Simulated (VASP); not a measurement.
Write the native input for VASP 6.6.1 that does the following.

```yaml
Task: single point
Functional: PBEsol
Potentials_or_basis: VASP PAW PBE potentials, release 64 (Mg, S)
Cutoff: 520 eV
k_mesh: 1 × 1 × 1
Occupations: fermi-dirac, width 0.05 eV
Spin: no spin polarisation
Dipole_correction: no
Further_INCAR_settings: LREAL = Auto; ALGO = Normal; EDIFF = 1e-07; NBANDS = 72
```

The structure of Mg7S16 (a cell with a defect) lies in POSCAR:

```
Mg7S16
1.0
    2.3536360000      3.9105410000      9.1265460000
    2.3536360000     -3.9105410000      9.1265460000
    6.8907580000      0.0000000000      0.0000000000
Mg S
7 16
Direct
    0.3084630888      0.0665528263      0.3277359387
    0.6830236909     -0.0831362855      0.3784610353
    0.3652501994      0.2051956187      0.7595649399
    0.5520041160      0.5783687545      0.3103742315
    0.8329032266      0.3410786939      0.7610445598
    0.3189170995      0.8539581591      0.8834410623
    0.9889490627      0.7779296667      0.7408198945
    0.1995686212      0.1426199790      0.7067745801
   -0.0312388559      0.0913273056      1.0352088495
    0.7485451698      0.1005274147      0.5412165394
    0.6552856169     -0.0396310199      0.9120873461
    0.2851714606      0.6983112282      0.5870239150
    0.1331402682      0.4297232730      1.0030426415
    0.2746366686      0.5301256150      0.0714409820
    0.4043641012      0.3384908627      0.3139117371
    0.6820941313      0.6682853003      0.5795005943
    0.5504544295      0.5357505817      0.9881886408
    1.0498889579      0.3048513787      0.1225023971
    0.8386316419      0.2641075543      0.4300329992
    0.6124402726      0.8028487097      0.1587234526
    0.1743498872      0.8795975755      0.2922307400
    0.8395506994      1.0295244140      0.0105906384
    0.9553171019      0.6010438697      0.4744750560
```

One way to write it, as run:

INCAR

```
SYSTEM = Mg7S16
  ALGO = Normal
  EDIFF = 1E-7
  ENCUT = 520
  GGA = PS
  ISIF = 2
  ISMEAR = -1
  LASPH = .True.
  LCHARG = .True.
  LELF = .True.
  LREAL = Auto
  LVHAR = .True.
  LWAVE = .False.
  NBANDS = 72
  NELM = 100
  PREC = Accurate
  SIGMA = 0.05
```

KPOINTS

```
k-points
0
Gamma
  1 1 1
  0 0 0
```

Potentials or basis: VASP PAW PBE potentials, release 64 (Mg, S).

Command:

```sh
$ cat potpaw_PBE.64/Mg/POTCAR potpaw_PBE.64/S/POTCAR > POTCAR
$ mpirun -np 1 vasp_gam > vasp.out
```

Results of the run:

The pressure is -0.3 GPa and the largest force is 3.133 eV/Å.

Caveat: the k points lie up to 0.94 Å⁻¹ apart, too coarse for converged energies, forces and pressures; the atoms stand as in a frame of molecular dynamics; the PAW data sets were made with another functional, which shifts forces and pressure a little.

It took 120 s on 1 thread of Intel(R) Xeon(R) Platinum 8488C (Sapphire Rapids), with other jobs on the host, peak memory 0.64 GiB.
